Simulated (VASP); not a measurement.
Input of a VASP 6.6.1 run:

File INCAR:

```
ALGO = Fast ; EDIFF = 1E-6
ENCUT = 520 ; GGA = PS
ISIF = 2 ; ISMEAR = 0
LASPH = True ; LCHARG = False
LREAL = False ; LWAVE = False
NBANDS = 21 ; NELM = 60
PREC = Accurate ; SIGMA = 0.15
```

The input KPOINTS:

```
k-points
0
Gamma
  12 12 12
```

File POSCAR:

```
Sn
1.0
    0.0000000000      3.2456000000      3.1238900000
    3.2456000000      0.0000000000      3.1238900000
    3.2456000000      3.2456000000      0.0000000000
Sn
2
Direct
    0.5000000000      0.5000000000      0.5000000000
    0.7500000000      0.7500000000      0.7500000000
```

Potentials or basis: VASP PAW PBE potentials, release 64 (Sn_d).

Launch:

```console
$ cat potpaw_PBE.64/Sn_d/POTCAR > POTCAR
$ mpirun -np 1 vasp_std > vasp.out
```

Q: Estimate the pressure.

A: 2.8 GPa.

Q: Estimate the band gap on the k mesh.

A: Zero (bands 14 and 15 overlap by 0.02 eV).

Stress tensor (GPa, compression positive):
```
2.46 0.00 0.00
0.00 2.46 0.00
0.00 0.00 3.52
```

Caveat: the cell differs from its parent crystal (strain -0.0375 x Voigt [0, 0, 1, 0, 0, 0]); the PAW data sets were made with another functional, which shifts forces and pressure a little; spin-orbit coupling is left out, which moves the levels of the heavy elements.
